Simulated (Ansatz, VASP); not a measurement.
**One calculation of MgO, two programs**

```
CELL_PARAMETERS angstrom
3.45108 0.00000 0.00000
-1.72554 2.98873 0.00000
0.00000 0.00000 4.13764
ATOMIC_POSITIONS crystal
Mg 0.66667 0.33333 0.75000
Mg 0.33333 0.66667 0.25000
O 0.66667 0.33333 0.25000
O 0.33333 0.66667 0.75000
```

Alike in both runs: functional LDA; k mesh 6 × 6 × 4; no spin polarisation.

Ansatz relaxed the structure, and its values are those at the end. VASP's run is a single point on that final structure, the one shown.

|  | VASP | Ansatz |
| --- | --- | --- |
| version | VASP 6.6.1 | Ansatz 0.2.0 |
| potentials or method | VASP PAW LDA potentials, release 64 (Mg, O) | plane waves, PAW |
| plane-wave cutoff (eV) | 520 | 420 |
| occupations | gaussian, width 0.01 eV | fixed |
| valence electrons in the cell | 16 | 32 |

|  | VASP | Ansatz | Ansatz less VASP |
| --- | --- | --- | --- |
| pressure (GPa) | -1.7 | 0.0 | +1.73 |

LDA's correlation is that of Perdew and Zunger in VASP and of Perdew and Wang (1992) in Ansatz. VASP's potentials hold 16 valence electrons a cell and Ansatz's 32, so a difference there can come from the potentials and not from the codes.
